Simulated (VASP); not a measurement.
Set up this calculation in VASP 6.6.1, as the native input.

```yaml
Task: single point
Functional: PBEsol
Potentials_or_basis: VASP PAW PBE potentials, release 64 (Co_sv)
Cutoff: 600 eV
k_mesh: 18 × 18 × 10
Occupations: gaussian, width 0.1 eV
Spin: collinear spin, ferromagnetic start
Starting_moments: "[1.8, 1.8] μB"
Dipole_correction: no
Further_INCAR_settings: ALGO = Normal; EDIFF = 1e-06; NBANDS = 28
```

The structure of Co lies in POSCAR:

```
Co
1.0
    2.4318085220      0.0000000000      0.0000000000
   -1.2159042610      2.1060079572      0.0000000000
    0.0000000000      0.0000000000      3.9286401622
Co
2
Direct
    0.3333333333      0.6666666667      0.2500000000
    0.6666666667      0.3333333333      0.7500000000
```

These files were run (other wordings do the same):

INCAR

```
PREC = Accurate ; ENCUT = 600
EDIFF = 1E-6 ; ISMEAR = 0
SIGMA = 0.1 ; LREAL = False
LASPH = True ; NELM = 200
ALGO = Normal ; ISIF = 2
LWAVE = False ; LCHARG = False
ISPIN = 2 ; MAGMOM = 1.8 1.8
LORBIT = 11 ; LMAXMIX = 4
GGA = PS ; NBANDS = 28
GGA_COMPAT = False
```

KPOINTS

```
Automatic mesh
0
Gamma
  18 18 10
```

Potentials or basis: VASP PAW PBE potentials, release 64 (Co_sv).

The run is started by

```console
$ cat potpaw_PBE.64/Co_sv/POTCAR > POTCAR
$ mpirun -np 1 vasp_std > vasp.out
```

Results of the run:

* Pressure: 4.1 GPa
* Net moment: 3.11 μB per cell
* Site moments: Co +1.61 μB
* Valence electrons inside the program's atomic spheres: Co 15.11

Caveat: the cell stands under pressure; the PAW data sets were made with another functional, which shifts forces and pressure a little.

Wall time 7 min on 1 thread of AMD EPYC 7R43 64-Core Processor (Zen 3), with other jobs on the host, peak memory 0.26 GiB.
